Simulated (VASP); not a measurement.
Input of a VASP 6.6.1 run:

Contents of INCAR:

```
PREC = Accurate ; ENCUT = 520
EDIFF = 1E-7 ; ISMEAR = 0
SIGMA = 0.05 ; LREAL = False
LASPH = True ; NELM = 60
ALGO = Normal ; ISIF = 2
LWAVE = False ; LCHARG = False
GGA = CA ; NBANDS = 17
```

File KPOINTS:

```
Automatic mesh
0
Gamma
  8 8 8
```

Contents of POSCAR:

```
SnSe
1.0
    0.0000000000      2.9613810090      2.9466477701
    2.9466477701      0.0000000000      2.9466477701
    2.9466477701      2.9613810090      0.0000000000
Sn Se
1 1
Direct
    0.0000000000      0.0000000000      0.0000000000
    0.5000000000      0.5000000000      0.5000000000
```

Potentials or basis: VASP PAW LDA potentials, release 64 (Sn_d, Se).

Launch:

```bash
$ cat potpaw_LDA.64/Sn_d/POTCAR potpaw_LDA.64/Se/POTCAR > POTCAR
$ mpirun -np 1 vasp_std > vasp.out
```

Estimate the pressure.

-0.2 GPa.

Predict the band gap on the k mesh.

0.77 eV, indirect (least direct gap 0.89 eV).

Stress tensor (GPa, compression positive):
```
 0.02  0.00  0.00
 0.00 -0.68  0.00
 0.00  0.00  0.02
```

Caveat: the cell differs from its parent crystal (strain +0.0050 x Voigt [0, 1, 0, 0, 0, 0]); spin-orbit coupling is left out, which moves the levels of the heavy elements. A k mesh can miss the band edges.
